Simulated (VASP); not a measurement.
# ZnF2 (P4_2/mnm) in VASP: notebook

Runs on ZnF2. Level: r2SCAN. Tasks: relaxation of the atoms.

All numbers are computed with VASP 6.6.1; they aren't measurements. Logs are shortened: lines on timing, memory, paths and dates and some standing lists are left out, and cuts for length are marked.

## 1. The cell of the first run

Symmetry: P4_2/mnm, No. 136, tetragonal system. The conventional cell has a = 4.797 Å, b = 4.797 Å, c = 3.190 Å, α = 90.00°, β = 90.00°, γ = 90.00°. Zn (site symmetry mmm) has 6 F at 2.06 to 2.08 Å within 2.7 Å. Within 2.7 Å of F (site symmetry m2m) lie 3 Zn at 2.06 to 2.08 Å and 1 F at 2.66 Å.

## 2. Relaxation of the atoms, r2SCAN (equal strain along all axes, cell held: +2.0 %)

Input file POSCAR:

```
ZnF2
1.0
    4.7965565068      0.0000000000      0.0000000000
    0.0000000000      4.7965565068      0.0000000000
    0.0000000000      0.0000000000      3.1898972997
Zn F
2 4
Direct
    0.5000000000      0.5000000000      0.5000000000
    0.0000000000      0.0000000000      0.0000000000
    0.6958385971      0.6958385971      0.0000000000
    0.8041614029      0.1958385971      0.5000000000
    0.3041614029      0.3041614029      0.0000000000
    0.1958385971      0.8041614029      0.5000000000
```

Input file INCAR.step1:

```
SYSTEM = ZnF2
  ALGO = Normal
  EDIFF = 1E-5
  EDIFFG = -0.01
  ENCUT = 580
  GGA = PE
  GGA_COMPAT = .FALSE.
  IBRION = 2
  ISMEAR = 0
  KPAR = 4
  LASPH = .TRUE.
  LCHARG = .FALSE.
  LREAL = .FALSE.
  LWAVE = .TRUE.
  NELM = 120
  NELMIN = 4
  NSW = 100
  PREC = Accurate
  SIGMA = 0.02
```

Input file INCAR.step2:

```
SYSTEM = ZnF2
  ALGO = Normal
  EDIFF = 1E-7
  EDIFFG = -0.008
  ENCUT = 580
  GGA_COMPAT = .FALSE.
  IBRION = 2
  ISIF = 2
  ISMEAR = 0
  ISTART = 1
  KPAR = 4
  LASPH = .TRUE.
  LCHARG = .FALSE.
  LMIXTAU = .TRUE.
  LREAL = .FALSE.
  LWAVE = .FALSE.
  METAGGA = R2SCAN
  NELM = 120
  NELMIN = 4
  NSW = 60
  PREC = Accurate
  SIGMA = 0.02
```

Input file KPOINTS:

```
k-points
0
G
  6 6 8
  0 0 0
```

Potentials or basis: VASP PAW PBE potentials, release 64 (Zn, F).

Command:

```console
> cat potpaw_PBE.64/Zn/POTCAR potpaw_PBE.64/F/POTCAR > POTCAR
> cp INCAR.step1 INCAR
> mpirun -np 4 vasp_std > vasp.out
> cp INCAR.step2 INCAR
> mpirun -np 4 vasp_std > vasp.out
```

OUTCAR:

```text
SYSTEM = ZnF2
   EDIFF = 1E-7
   EDIFFG = -0.008
   ENCUT = 580
   IBRION = 2
   ISIF = 2
   ISMEAR = 0
   ISTART = 1
   LASPH = .TRUE.
   LREAL = .FALSE.
   METAGGA = R2SCAN
   NELM = 120
   NELMIN = 4
   NSW = 60
   PREC = Accurate

 ion  position               nearest neighbor table
   1  0.500  0.500  0.500-   4 2.06   6 2.06   5 2.08   3 2.08   3 2.08   5 2.08
   2  0.000  0.000  0.000-   3 2.06   5 2.06   4 2.08   6 2.08   4 2.08   6 2.08
   3  0.696  0.696  0.000-   2 2.06   1 2.08   1 2.08
   4  0.804  0.196  0.500-   1 2.06   2 2.08   2 2.08
   5  0.304  0.304  0.000-   2 2.06   1 2.08   1 2.08
   6  0.196  0.804  0.500-   1 2.06   2 2.08   2 2.08

  LATTYP: Found a simple tetragonal cell.
 ALAT       =     4.7965565068
 C/A-ratio  =     0.6650390327

  Lattice vectors:

 A1 = (   4.7965565068,   0.0000000000,   0.0000000000)
 A2 = (   0.0000000000,   4.7965565068,   0.0000000000)
 A3 = (   0.0000000000,   0.0000000000,   3.1898972997)

Analysis of symmetry for initial positions (statically):
=====================================================================
 Subroutine PRICEL returns:
 Original cell was already a primitive cell.

 Routine SETGRP: Setting up the symmetry group for a
 simple tetragonal supercell.

 Subroutine GETGRP returns: Found 16 space group operations
 (whereof  8 operations were pure point group operations)
 out of a pool of 16 trial point group operations.

The static configuration has the point symmetry D_2h.
 The point group associated with its full space group is D_4h.

Analysis of symmetry for dynamics (positions and initial velocities):
=====================================================================
 Subroutine PRICEL returns:
 Original cell was already a primitive cell.

 Routine SETGRP: Setting up the symmetry group for a
 simple tetragonal supercell.

 Subroutine GETGRP returns: Found 16 space group operations
 (whereof  8 operations were pure point group operations)
 out of a pool of 16 trial point group operations.

The dynamic configuration has the point symmetry D_2h.
 The point group associated with its full space group is D_4h.

 Subroutine INISYM returns: Found 16 space group operations
 (whereof  8 operations are pure point group operations),
 and found     1 'primitive' translations

----------------------------------------------------------------------------------------
[... 108 lines left out ...]
   ISYM   =      2    0-nonsym 1-usesym 2-fastsym
   POTIM  = 0.5000    time-step for ionic-motion
   TEBEG  =    0.0;   TEEND  =   0.0 temperature during run
   PSTRESS=    0.0 pullay stress
   NELECT =      52.0000    total number of electrons
   NUPDOWN=      -1.0000    fix difference up-down
   EMIN   =  10.00;   EMAX   =-10.00  energy-range for DOS
   EFERMI =   0.00;   METHOD = LEGACY
   ISMEAR =     0;   SIGMA  =   0.02  broadening in eV -4-tet -1-fermi 0-gaus
   EFERMI_NEDOS =   21; number of points for ismear=-14 and -15
   IALGO  =     38    algorithm
   IMIX   =      4    mixing-type and parameters
     AMIX     =   0.40;   BMIX     =  1.00
     AMIX_MAG =   1.60;   BMIX_MAG =  1.00
  volume/ion in A,a.u.               =      12.23        82.54
  Fermi-wavevector in a.u.,A,eV,Ry     =   1.459477  2.758012 28.981415  2.130074
  Thomas-Fermi vector in A             =   2.576040
   LORBIT       =      0    0 simple, 1 ext, 2 COOP (PROOUT), +10 PAW based schemes
   METAGGA = R2SCAN    functional components
   LHFCALC =     F    Hartree Fock is set to
   AEXX    =    0.0000 exact exchange contribution
   IVDW    =     0    specifies the selected vdW correction
   LEPSILON=     F    determine dielectric tensor
   LRPA    =     F    only Hartree local field effects (RPA)
 conjugate gradient relaxation of ions
 non-spin polarized calculation
 Gauss-broadening in eV      SIGMA  =   0.02
  energy-cutoff  :      580.00
  volume of cell :       73.39
 maximum number of plane-waves:      2356
 NGX is ok and might be reduce to    40
   NGX = 19   NGY = 19   NGZ = 13

--------------------------------------- Ionic step        1  -------------------------------------------

 number of electron      51.9999972 magnetization

 Free energy of the ion-electron system (eV)
  ---------------------------------------------------
  ext. energy  EPLUGINS =         0.00000000
  ---------------------------------------------------
  free energy    TOTEN  =       -45.60675810 eV

  energy without entropy =      -45.60675810  energy(sigma->0) =      -45.60675810

------------------------ aborting loop because EDIFF is reached ----------------------------------------

  FORCE on cell =-STRESS in cart. coord.  units (eV):
  Direction    XX          YY          ZZ          XY          YZ          ZX
  --------------------------------------------------------------------------------------
  -------------------------------------------------------------------------------------
  Total       -2.5104236     -2.5104236     -3.0425885     -0.0000000      0.0000000      0.0000000
  in kB      -54.8051985    -54.8051985    -66.4229208     -0.0000000      0.0000000      0.0000000
  external PRESSURE =     -58.6777726 kB  Pullay stress =       0.0000000 kB
[... 107 lines left out ...]
--------------------------------------- Ionic step        4  -------------------------------------------

 number of electron      51.9999973 magnetization

 Free energy of the ion-electron system (eV)
  ---------------------------------------------------
  ext. energy  EPLUGINS =         0.00000000
  ---------------------------------------------------
  free energy    TOTEN  =       -45.60713818 eV

  energy without entropy =      -45.60713818  energy(sigma->0) =      -45.60713818

 E-fermi :  -2.1639     XC(G=0): -10.6303

 val. band max:       -2.2750096391   @ k =   0.0000   0.0000   0.0000
 cond. band min:       1.8886213862   @ k =   0.0000   0.0000   0.0000
 fundamental gap:      4.1636310253
 Fermi energy:        -2.1638576591

 k-point     1 :       0.0000    0.0000    0.0000
  band No.  band energies     occupation
      1     -24.8459      2.00000
      2     -24.1970      2.00000
      3     -24.1970      2.00000
      4     -24.1787      2.00000
      5      -7.9440      2.00000
      6      -7.2542      2.00000
[... 805 lines left out ...]
     30       9.7813      0.00000
     31      11.2805      0.00000

 [... further k-points ...]

------------------------ aborting loop because EDIFF is reached ----------------------------------------

  FORCE on cell =-STRESS in cart. coord.  units (eV):
  Direction    XX          YY          ZZ          XY          YZ          ZX
  --------------------------------------------------------------------------------------
  -------------------------------------------------------------------------------------
  Total       -2.4681260     -2.4681260     -3.0109346      0.0000000      0.0000000      0.0000000
  in kB      -53.8817968    -53.8817968    -65.7318839      0.0000000      0.0000000      0.0000000
  external PRESSURE =     -57.8318258 kB  Pullay stress =       0.0000000 kB
[... 21 lines left out ...]
  FREE ENERGIE OF THE ION-ELECTRON SYSTEM (eV)
  ---------------------------------------------------
  free  energy   TOTEN  =       -45.6071381778 eV

  energy  without entropy=      -45.6071381778  energy(sigma->0) =      -45.60713818

 reached required accuracy - stopping structural energy minimisation
```

OSZICAR.step1:

```text
N       E                     dE             d eps       ncg     rms          rms(c)
DAV:   1     0.636638451604E+03    0.63664E+03   -0.29213E+04  3108   0.244E+03
DAV:   2     0.467017326842E+02   -0.58994E+03   -0.56584E+03  3533   0.564E+02
DAV:   3    -0.244547139400E+02   -0.71156E+02   -0.70722E+02  3569   0.204E+02
DAV:   4    -0.261130126780E+02   -0.16583E+01   -0.16566E+01  3534   0.337E+01
DAV:   5    -0.261287839423E+02   -0.15771E-01   -0.15770E-01  3562   0.321E+00    0.132E+01
DAV:   6    -0.231640168269E+02    0.29648E+01   -0.90190E+00  4900   0.492E+01    0.767E+00
DAV:   7    -0.232918718273E+02   -0.12786E+00   -0.24014E+00  3142   0.110E+01    0.495E+00
DAV:   8    -0.233262613085E+02   -0.34389E-01   -0.85294E-01  4895   0.199E+01    0.211E+00
DAV:   9    -0.232466222473E+02    0.79639E-01   -0.27099E-01  5427   0.162E+01    0.288E-01
DAV:  10    -0.232518310986E+02   -0.52089E-02   -0.75444E-02  4598   0.356E+00    0.278E-01
DAV:  11    -0.232512150942E+02    0.61600E-03   -0.82100E-03  4500   0.171E+00    0.906E-02
DAV:  12    -0.232513727950E+02   -0.15770E-03   -0.18131E-03  3226   0.313E-01    0.413E-02
DAV:  13    -0.232513422176E+02    0.30577E-04   -0.10564E-04  3688   0.285E-01    0.947E-03
DAV:  14    -0.232513417399E+02    0.47775E-06   -0.23984E-05  2503   0.166E-01
   1 F= -.23251342E+02 E0= -.23251342E+02  d E =-.232513E+02
```

It took 4.5 min on 4 MPI ranks of Intel Xeon Platinum 8488C (Sapphire Rapids), shared host; peak memory 0.27 GiB.

Results:

| Property | Result |
| --- | --- |
| Free energy | -45.6071 eV |
| Energy gained by relaxing | 0.1 meV/atom |
| Ionic steps | 4 |
| Pressure after relaxing | -5.8 GPa |
| Band gap on the k mesh | 4.16 eV |

Forces in eV/Å, atoms in the order of the input:
```
Zn   0.000  0.000  0.000
Zn   0.000  0.000  0.000
F    0.002  0.002  0.000
F   -0.002  0.002  0.000
F   -0.002 -0.002  0.000
F    0.002 -0.002  0.000
```

Step by step:
```tsv
step	energy change (eV)	largest force (eV/Å)	pressure (GPa)
1	0.0000	0.0330	-5.87
2	-0.0002	0.0232	-5.84
3	-0.0003	0.0147	-5.82
4	-0.0004	0.0024	-5.78
```

Final structure:
```
Zn F
1.0
     4.79656    0.00000    0.00000
     0.00000    4.79656    0.00000
     0.00000    0.00000    3.18990
Zn F
2 4
Direct
  0.50000 0.50000 0.50000
  0.00000 0.00000 0.00000
  0.69502 0.69502 0.00000
  0.80498 0.19502 0.50000
  0.30498 0.30498 0.00000
  0.19502 0.80498 0.50000
```

Caveat: the cell differs from its parent crystal (equal strain along all axes, cell held: +2.0 %); the PAW data sets were made with another functional, which shifts forces and pressure a little. A k mesh can miss the band edges.

## 3. Relaxation of the atoms, r2SCAN (equal strain along all axes, cell held: -2.0 %)

Input file POSCAR:

```
ZnF2
1.0
    4.6084562516      0.0000000000      0.0000000000
    0.0000000000      4.6084562516      0.0000000000
    0.0000000000      0.0000000000      3.0648032879
Zn F
2 4
Direct
    0.5000000000      0.5000000000      0.5000000000
    0.0000000000      0.0000000000      0.0000000000
    0.6976009747      0.6976009747      0.0000000000
    0.8023990253      0.1976009747      0.5000000000
    0.3023990253      0.3023990253      0.0000000000
    0.1976009747      0.8023990253      0.5000000000
```

Input file INCAR.step1:

```
SYSTEM = ZnF2
  PREC = Accurate
  ENCUT = 580
  ISMEAR = 0
  SIGMA = 0.02
  LREAL = .False.
  LASPH = .True.
  NELM = 120
  GGA = PE
  ALGO = Normal
  EDIFF = 1E-5
  LWAVE = .True.
  LCHARG = .False.
  GGA_COMPAT = .False.
  IBRION = 2
  EDIFFG = -0.01
  NELMIN = 4
  NSW = 100
  KPAR = 4
```

Input file INCAR.step2:

```
SYSTEM = ZnF2
  PREC = Accurate
  ENCUT = 580
  EDIFF = 1E-7
  ISMEAR = 0
  SIGMA = 0.02
  LREAL = .False.
  LASPH = .True.
  NELM = 120
  ALGO = Normal
  ISIF = 2
  LWAVE = .False.
  LCHARG = .False.
  METAGGA = R2SCAN
  LMIXTAU = .True.
  IBRION = 2
  NSW = 60
  EDIFFG = -0.008
  ISTART = 1
  GGA_COMPAT = .False.
  NELMIN = 4
  KPAR = 4
```

Input file KPOINTS:

```
regular mesh
0
Gamma
  6 6 8
  0 0 0
```

Potentials or basis: VASP PAW PBE potentials, release 64 (Zn, F).

Command:

```console
> cat potpaw_PBE.64/Zn/POTCAR potpaw_PBE.64/F/POTCAR > POTCAR
> cp INCAR.step1 INCAR
> mpirun -np 4 vasp_std > vasp.out
> cp INCAR.step2 INCAR
> mpirun -np 4 vasp_std > vasp.out
```

Run time: 3.9 min. Hardware: 4 MPI ranks of Intel Xeon 6975P-C (Granite Rapids), shared host; peak memory 0.23 GiB.

Results (log left out):

| Property | Result |
| --- | --- |
| Free energy | -45.5468 eV |
| Energy gained by relaxing | 0.1 meV/atom |
| Ionic steps | 3 |
| Pressure after relaxing | 9.2 GPa |
| Band gap on the k mesh | 4.28 eV |

Stress tensor (GPa, compression positive):
```
 8.70  0.00  0.00
 0.00  8.70  0.00
 0.00  0.00 10.17
```

The path:
```csv
step,energy change (eV),largest force (eV/Å),pressure (GPa)
1,0.0000,0.0619,9.28
2,-0.0005,0.0281,9.23
3,-0.0006,0.0004,9.19
```

Final structure:
```
Zn F
1.0
     4.60846    0.00000    0.00000
     0.00000    4.60846    0.00000
     0.00000    0.00000    3.06480
Zn F
2 4
Direct
  0.50000 0.50000 0.50000
  0.00000 0.00000 0.00000
  0.69844 0.69844 0.00000
  0.80156 0.19844 0.50000
  0.30156 0.30156 0.00000
  0.19844 0.80156 0.50000
```

Levels at points of the mesh, in eV from the valence-band top:
```
           k point  band 22  band 23  band 24  band 25  band 26  band 27  band 28  band 29  band 30  band 31
(0.00, 0.00, 0.00)    -1.83    -1.75    -0.51    -0.51     0.00     4.28    10.42    10.42    10.65    14.24
(0.50, 0.00, 0.00)    -2.05    -0.77    -0.77    -0.62    -0.62     7.00     7.00    11.42    11.42    14.14
(0.50, 0.50, 0.00)    -1.63    -1.58    -1.58    -0.52    -0.52     8.12     8.12     9.92     9.92    15.87
(0.00, 0.00, 0.50)    -1.74    -1.41    -1.41    -1.37    -1.37     9.39     9.39    13.00    13.00    14.17
(0.50, 0.00, 0.50)    -2.43    -1.67    -1.67    -0.14    -0.14    10.06    10.06    11.24    11.24    15.14
(0.50, 0.50, 0.50)    -1.97    -1.41    -1.41    -0.88    -0.88     9.28     9.28    12.24    12.24    13.41
```

Caveat: the cell differs from its parent crystal (equal strain along all axes, cell held: -2.0 %); the PAW data sets were made with another functional, which shifts forces and pressure a little. A k mesh can miss the band edges.
